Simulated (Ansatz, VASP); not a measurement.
Ga2O3: VASP beside Ansatz

File POSCAR:

```
Ga2O3
1.0
    2.4922649487      1.4389098391      4.4806287417
   -2.4922649487      1.4389098391      4.4806287417
    0.0000000000     -2.8778196781      4.4806287417
Ga O
4 6
Direct
    0.1445920302      0.1445920302      0.1445920302
    0.3554079698      0.3554079698      0.3554079698
    0.6445920302      0.6445920302      0.6445920302
    0.8554079698      0.8554079698      0.8554079698
    0.9463770740      0.5536229260      0.2500000000
    0.4463770740      0.7500000000      0.0536229260
    0.5536229260      0.2500000000      0.9463770740
    0.2500000000      0.9463770740      0.5536229260
    0.7500000000      0.0536229260      0.4463770740
    0.0536229260      0.4463770740      0.7500000000
```

INCAR.step1

```
  PREC = Accurate
  ENCUT = 520
  ISMEAR = 0
  SIGMA = 0.01
  LREAL = F
  LASPH = T
  NELM = 80
  NBANDS = 55
  GGA = PE
  ALGO = Normal
  EDIFF = 1E-4
  LWAVE = T
  LCHARG = F
```

Contents of INCAR.step2:

```
  PREC = Accurate
  ENCUT = 520
  EDIFF = 1E-7
  ISMEAR = 0
  SIGMA = 0.01
  LREAL = F
  LASPH = T
  NELM = 80
  ALGO = Normal
  ISIF = 2
  LWAVE = F
  LCHARG = F
  METAGGA = R2SCAN
  LMIXTAU = T
  NBANDS = 55
  ISTART = 1
```

KPOINTS

```
regular mesh
0
Gamma
  6 6 6
```

Input for Ansatz:

```yaml
crystal:
  lattice:
    - [2.4922649487, 1.4389098391, 4.4806287417]
    - [-2.4922649487, 1.4389098391, 4.4806287417]
    - [0.0, -2.8778196781, 4.4806287417]
  atoms:
    - { symbol: Ga, position: [0.1445920302, 0.1445920302, 0.1445920302] }
    - { symbol: Ga, position: [0.3554079698, 0.3554079698, 0.3554079698] }
    - { symbol: Ga, position: [0.6445920302, 0.6445920302, 0.6445920302] }
    - { symbol: Ga, position: [0.8554079698, 0.8554079698, 0.8554079698] }
    - { symbol: O, position: [0.946377074, 0.553622926, 0.25] }
    - { symbol: O, position: [0.446377074, 0.75, 0.053622926] }
    - { symbol: O, position: [0.553622926, 0.25, 0.946377074] }
    - { symbol: O, position: [0.25, 0.946377074, 0.553622926] }
    - { symbol: O, position: [0.75, 0.053622926, 0.446377074] }
    - { symbol: O, position: [0.053622926, 0.446377074, 0.75] }
kpoints:
  mp_grid: { grid: [6, 6, 6] }
  band_path:
    path:
      - [0.0, 0.0, 0.0]
      - [0.5, 0.5, 0.5]
      - [0.764579331, 0.235420669, 0.5]
      - [0.5, -0.235420669, 0.235420669]
      - [0.5, 0.0, 0.0]
      - [0.3677103345, -0.3677103345, 0.0]
      - [0.6322896655, 0.0, 0.3677103345]
      - [0.5, 0.0, 0.5]
      - [0.0, 0.166667, -0.166667]
    npoints: 1
hamiltonian:
  xc: r2scan
scf:
  occupations: { method: fixed }
  n_extra_bands: 6
output:
  forces: true
  stress: true
  eigenvalues: true
```

Alike in both runs: task single point; functional r2SCAN; k mesh 6 × 6 × 6; no spin polarisation.

|  | VASP | Ansatz |
| --- | --- | --- |
| version | VASP 6.6.1 | Ansatz 0.2.0 |
| potentials or method | VASP PAW PBE potentials, release 64 (Ga_d, O) | plane waves, PAW |
| plane-wave cutoff (eV) | 520 | 500 |
| occupations | gaussian, width 0.01 eV | fixed |
| valence electrons in the cell | 88 | 88 |

```tsv
	VASP	Ansatz	Ansatz less VASP
gap on the k mesh at the Fermi level (eV)	3.54	3.55	+0.007
pressure (GPa)	1.9	0.0	-1.91
traceless stress, the component that is largest in VASP (GPa)	-0.44	-0.01	+0.432
rms of the force components (eV/Å)	0.021	0.001	-0.0202
```

VASP's potentials were made for PBE, not for r2SCAN. Atom by atom the forces differ by 0.020 eV/Å (rms over components).
